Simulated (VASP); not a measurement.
# SiO2 (P4_2/mnm) in VASP: dielectric tensor with r2SCAN

Aim: the dielectric tensor of SiO2 with r2SCAN.

Program: VASP 6.6.1. These are calculated values, not measurements. Logs are shortened: lines on timing, memory, paths and dates and some standing lists are left out, and cuts for length are marked.

### 1 The cell of the first run

The structure is tetragonal, space group P4_2/mnm (No. 136). The conventional cell has a = 4.185 Å, b = 4.185 Å, c = 2.669 Å, α = 90.00°, β = 90.00°, γ = 90.00°. Within 2.3 Å of Si (site symmetry mmm) lie 6 O at 1.76 to 1.81 Å. O (site symmetry m2m) has 3 Si at 1.76 to 1.81 Å and 1 O at 2.30 Å within 2.3 Å.

### 2 Dielectric tensor, r2SCAN

INCAR reads:

```
PREC = Accurate ; ENCUT = 520
EDIFF = 1E-8 ; ISMEAR = 0
SIGMA = 0.01 ; LREAL = F
LASPH = T ; NELM = 100
ALGO = Normal ; ISIF = 2
LWAVE = F ; LCHARG = F
METAGGA = R2SCAN ; LMIXTAU = T
LCALCEPS = T
```

KPOINTS reads:

```
Automatic mesh
0
Gamma
  6 6 8
```

POSCAR reads:

```
SiO2
1.0
    4.1851909281      0.0000000000      0.0000000000
    0.0000000000      4.1851909281      0.0000000000
    0.0000000000      0.0000000000      2.6688388331
Si O
2 4
Direct
    0.5000000000      0.5000000000      0.5000000000
    0.0000000000      0.0000000000      0.0000000000
    0.1938988860      0.8061011140      0.5000000000
    0.8061011140      0.1938988860      0.5000000000
    0.3061011140      0.3061011140      0.0000000000
    0.6938988860      0.6938988860      0.0000000000
```

Potentials or basis: VASP PAW PBE potentials, release 64 (Si, O).

The run is started by

```bash
$ cat potpaw_PBE.64/Si/POTCAR potpaw_PBE.64/O/POTCAR > POTCAR
$ mpirun -np 1 vasp_std > vasp.out
```

OUTCAR:

```text
PREC = Accurate
   ENCUT = 520
   EDIFF = 1E-8
   ISMEAR = 0
   LREAL = F
   LASPH = T
   NELM = 100
   ISIF = 2
   METAGGA = R2SCAN

 ion  position               nearest neighbor table
   1  0.500  0.500  0.500-   5 1.76   6 1.76   5 1.76   6 1.76   3 1.81   4 1.81
   2  0.000  0.000  0.000-   3 1.76   4 1.76   3 1.76   4 1.76   5 1.81   6 1.81
   3  0.194  0.806  0.500-   2 1.76   2 1.76   1 1.81
   4  0.806  0.194  0.500-   2 1.76   2 1.76   1 1.81
   5  0.306  0.306  0.000-   1 1.76   1 1.76   2 1.81
   6  0.694  0.694  0.000-   1 1.76   1 1.76   2 1.81

  LATTYP: Found a simple tetragonal cell.
 ALAT       =     4.1851909281
 C/A-ratio  =     0.6376862798

  Lattice vectors:

 A1 = (   4.1851909281,   0.0000000000,   0.0000000000)
 A2 = (   0.0000000000,   4.1851909281,   0.0000000000)
 A3 = (   0.0000000000,   0.0000000000,   2.6688388331)

Analysis of symmetry for initial positions (statically):
=====================================================================
 Subroutine PRICEL returns:
 Original cell was already a primitive cell.

 Routine SETGRP: Setting up the symmetry group for a
 simple tetragonal supercell.

 Subroutine GETGRP returns: Found 16 space group operations
 (whereof  8 operations were pure point group operations)
 out of a pool of 16 trial point group operations.

The static configuration has the point symmetry D_2h.
 The point group associated with its full space group is D_4h.

Analysis of symmetry for dynamics (positions and initial velocities):
=====================================================================
 Subroutine PRICEL returns:
 Original cell was already a primitive cell.

 Routine SETGRP: Setting up the symmetry group for a
 simple tetragonal supercell.

 Subroutine GETGRP returns: Found 16 space group operations
 (whereof  8 operations were pure point group operations)
 out of a pool of 16 trial point group operations.

The dynamic configuration has the point symmetry D_2h.
 The point group associated with its full space group is D_4h.

 Subroutine INISYM returns: Found 16 space group operations
 (whereof  8 operations are pure point group operations),
 and found     1 'primitive' translations

----------------------------------------------------------------------------------------

                                     Primitive cell

  volume of cell :      46.7469

  direct lattice vectors                    reciprocal lattice vectors
     4.185190928  0.000000000  0.000000000     0.238937725  0.000000000  0.000000000
     0.000000000  4.185190928  0.000000000     0.000000000  0.238937725  0.000000000
     0.000000000  0.000000000  2.668838833     0.000000000  0.000000000  0.374694788

  length of vectors
     4.185190928  4.185190928  2.668838833     0.238937725  0.238937725  0.374694788

  position of ions in fractional coordinates (direct lattice)
     0.500000000  0.500000000  0.500000000
     0.000000000  0.000000000  0.000000000
     0.193898886  0.806101114  0.500000000
     0.806101114  0.193898886  0.500000000
     0.306101114  0.306101114  0.000000000
     0.693898886  0.693898886  0.000000000

  ion indices of the primitive-cell ions
   primitive index   ion index
                 1           1
                 2           2
                 3           3
                 4           4
                 5           5
                 6           6

----------------------------------------------------------------------------------------

 KPOINTS: Automatic mesh

Automatic generation of k-mesh.
 Grid dimensions read from file:
 generate k-points for:    6    6    8

 Generating k-lattice:

  Cartesian coordinates                     Fractional coordinates (reciprocal lattice)
     0.039822954  0.000000000  0.000000000     0.166666667  0.000000000  0.000000000
     0.000000000  0.039822954  0.000000000     0.000000000  0.166666667  0.000000000
     0.000000000  0.000000000  0.046836848     0.000000000  0.000000000  0.125000000

  Length of vectors
[... 55 lines left out ...]
   EDIFF  = 0.1E-07   stopping-criterion for ELM
   LREAL  =      F    real-space projection
   EDIFFG = 0.1E-06   stopping-criterion for IOM
   NSW    =      0    number of steps for IOM
   IBRION =     -1    ionic relax: 0-MD 1-quasi-New 2-CG
   NFREE  =      0    steps in history (QN), initial steepest desc. (CG)
   ISIF   =      2    stress and relaxation
   ISYM   =      2    0-nonsym 1-usesym 2-fastsym
   POTIM  = 0.5000    time-step for ionic-motion
   TEBEG  =    0.0;   TEEND  =   0.0 temperature during run
   PSTRESS=    0.0 pullay stress
   NELECT =      32.0000    total number of electrons
   NUPDOWN=      -1.0000    fix difference up-down
   EMIN   =  10.00;   EMAX   =-10.00  energy-range for DOS
   EFERMI =   0.00;   METHOD = LEGACY
   ISMEAR =     0;   SIGMA  =   0.01  broadening in eV -4-tet -1-fermi 0-gaus
   EFERMI_NEDOS =   21; number of points for ismear=-14 and -15
   IALGO  =     38    algorithm
   IMIX   =      4    mixing-type and parameters
     AMIX     =   0.40;   BMIX     =  1.00
     AMIX_MAG =   1.60;   BMIX_MAG =  1.00
  volume/ion in A,a.u.               =       7.79        52.58
  Fermi-wavevector in a.u.,A,eV,Ry     =   1.442804  2.726503 28.323003  2.081682
  Thomas-Fermi vector in A             =   2.561283
   LORBIT       =      0    0 simple, 1 ext, 2 COOP (PROOUT), +10 PAW based schemes
   METAGGA = R2SCAN    functional components
   LHFCALC =     F    Hartree Fock is set to
   AEXX    =    0.0000 exact exchange contribution
   IVDW    =     0    specifies the selected vdW correction
   LEPSILON=     F    determine dielectric tensor
   LRPA    =     F    only Hartree local field effects (RPA)
   LRPA       =     F
 non-spin polarized calculation
 Gauss-broadening in eV      SIGMA  =   0.01
  energy-cutoff  :      520.00
  volume of cell :       46.75
 maximum number of plane-waves:      1282
 NGX is ok and might be reduce to    32
   NGX = 15   NGY = 15   NGZ =  9

 Total electronic dipole moment: p[elc]=(     0.00000    -0.00000    -0.00000 ) |e| Angst

 number of electron      31.9999977 magnetization

 Free energy of the ion-electron system (eV)
  ---------------------------------------------------
  ext. energy  EPLUGINS =         0.00000000
  ---------------------------------------------------
  free energy    TOTEN  =       -58.78564316 eV

  energy without entropy =      -58.78564316  energy(sigma->0) =      -58.78564316

 E-fermi :   7.8485     XC(G=0): -12.8667

 val. band max:        7.7882442681   @ k =   0.0000   0.0000   0.0000
 cond. band min:   10000.0000000000   @ k =   0.0000   0.0000   0.0000
 fundamental gap:   9992.2117557319
 Fermi energy:         7.8485443928

 k-point     1 :       0.0000    0.0000    0.0000
  band No.  band energies     occupation
      1     -15.7435      2.00000
      2     -12.1600      2.00000
      3     -12.1600      2.00000
      4     -11.9008      2.00000
      5      -3.2429      2.00000
      6       1.2824      2.00000
[... 541 lines left out ...]
     19   10000.0000      0.00000
     20   10000.0000      0.00000

 [... further k-points ...]

------------------------ aborting loop because EDIFF is reached ----------------------------------------

            Ionic dipole moment: p[ion]=(    -8.37038    -8.37038   -21.35071 ) |e| Angst

 Total electronic dipole moment: p[elc]=(     0.00000    -0.00000     0.00604 ) |e| Angst

 MACROSCOPIC STATIC DIELECTRIC TENSOR (including local field effects)
 ------------------------------------------------------
           3.178784     0.000000     0.000000
           0.000000     3.178784     0.000000
           0.000000     0.000000     3.338208
 ------------------------------------------------------

 PIEZOELECTRIC TENSOR (including local field effects) (e Angst)
          XX          YY          ZZ          XY          YZ          ZX
  --------------------------------------------------------------------------------
  x     0.00000     0.00000     0.00000     0.00000     0.00000     0.00000
  y     0.00000     0.00000     0.00000     0.00000     0.00000     0.00000
  z     0.00000     0.00000     0.00000     0.00000     0.00000     0.00000

 PIEZOELECTRIC TENSOR (including local field effects) (C/m^2)
          XX          YY          ZZ          XY          YZ          ZX
  --------------------------------------------------------------------------------
  x     0.00000     0.00000     0.00000     0.00000     0.00000     0.00000
  y     0.00000     0.00000     0.00000     0.00000     0.00000     0.00000
  z     0.00000     0.00000     0.00000     0.00000     0.00000     0.00000

 BORN EFFECTIVE CHARGES (including local field effects) (in |e|, cummulative output)
 ---------------------------------------------------------------------------------
 ion    1
    1     3.81481    -0.35938     0.00000
    2    -0.35938     3.81481     0.00000
    3     0.00000     0.00000     4.04091
 ion    2
    1     3.81481     0.35938     0.00000
    2     0.35938     3.81481     0.00000
    3     0.00000     0.00000     4.04091
 ion    3
    1    -1.90741     0.55414     0.00000
    2     0.55414    -1.90741     0.00000
    3     0.00000     0.00000    -2.02045
 ion    4
    1    -1.90741     0.55414     0.00000
    2     0.55414    -1.90741     0.00000
    3     0.00000     0.00000    -2.02045
 ion    5
    1    -1.90741    -0.55414     0.00000
    2    -0.55414    -1.90741     0.00000
    3     0.00000     0.00000    -2.02045
 ion    6
    1    -1.90741    -0.55414     0.00000
    2    -0.55414    -1.90741     0.00000
    3     0.00000     0.00000    -2.02045

  FORCE on cell =-STRESS in cart. coord.  units (eV):
  Direction    XX          YY          ZZ          XY          YZ          ZX
  --------------------------------------------------------------------------------------
  -------------------------------------------------------------------------------------
  Total        0.0291333      0.0291333      0.2913041      0.0000000      0.0000000      0.0000000
  in kB        0.9984970      0.9984970      9.9839948      0.0000000      0.0000000      0.0000000
  external PRESSURE =       3.9936629 kB  Pullay stress =       0.0000000 kB

 VOLUME and BASIS-vectors are now :
 -----------------------------------------------------------------------------
  energy-cutoff  :      520.00
  volume of cell :       46.75
      direct lattice vectors                 reciprocal lattice vectors
     4.185190928  0.000000000  0.000000000     0.238937725  0.000000000  0.000000000
     0.000000000  4.185190928  0.000000000     0.000000000  0.238937725  0.000000000
     0.000000000  0.000000000  2.668838833     0.000000000  0.000000000  0.374694788

 POSITION                                       TOTAL-FORCE (eV/Angst)
 -----------------------------------------------------------------------------------
      2.09260      2.09260      1.33442         0.000000      0.000000      0.000000
      0.00000      0.00000      0.00000         0.000000      0.000000      0.000000
      0.81150      3.37369      1.33442         0.015205     -0.015205      0.000000
      3.37369      0.81150      1.33442        -0.015205      0.015205      0.000000
      1.28109      1.28109      0.00000        -0.015205     -0.015205      0.000000
      2.90410      2.90410      0.00000         0.015205      0.015205     -0.000000
 -----------------------------------------------------------------------------------
    total drift:                                0.000000     -0.000000     -0.000000

  FREE ENERGIE OF THE ION-ELECTRON SYSTEM (eV)
  ---------------------------------------------------
  free  energy   TOTEN  =       -58.7856431605 eV

  energy  without entropy=      -58.7856431605  energy(sigma->0) =      -58.78564316
```

It took 16 min on 1 thread of Intel Xeon 6975P-C (Granite Rapids), shared host; peak memory 0.46 GiB.

Results:

| Property | Result |
| --- | --- |
| Band gap on the k mesh | 6.51 eV |
| Electronic dielectric tensor (diagonal) | 3.18, 3.18, 3.34 |
| Born charges (mean of the diagonal) | Si +3.89; O -1.95 e |

Electronic dielectric tensor:
```
3.18 0.00 0.00
0.00 3.18 0.00
0.00 0.00 3.34
```

Born effective charge tensors (e):
atom 1, Si
```
 3.81 -0.36  0.00
-0.36  3.81  0.00
 0.00  0.00  4.04
```
atom 2, Si
```
3.81 0.36 0.00
0.36 3.81 0.00
0.00 0.00 4.04
```
atom 3, O
```
-1.91  0.55  0.00
 0.55 -1.91  0.00
 0.00  0.00 -2.02
```
atom 4, O
```
-1.91  0.55  0.00
 0.55 -1.91  0.00
 0.00  0.00 -2.02
```
atom 5, O
```
-1.91 -0.55  0.00
-0.55 -1.91  0.00
 0.00  0.00 -2.02
```
atom 6, O
```
-1.91 -0.55  0.00
-0.55 -1.91  0.00
 0.00  0.00 -2.02
```

Dipole moments of the cell (e·Å, modulo the quantum): ionic -8.370, -8.370, -21.351; electronic 0.000, 0.000, 0.006

Caveat: the PAW data sets were made with another functional, which shifts forces and pressure a little. A k mesh can miss the band edges.
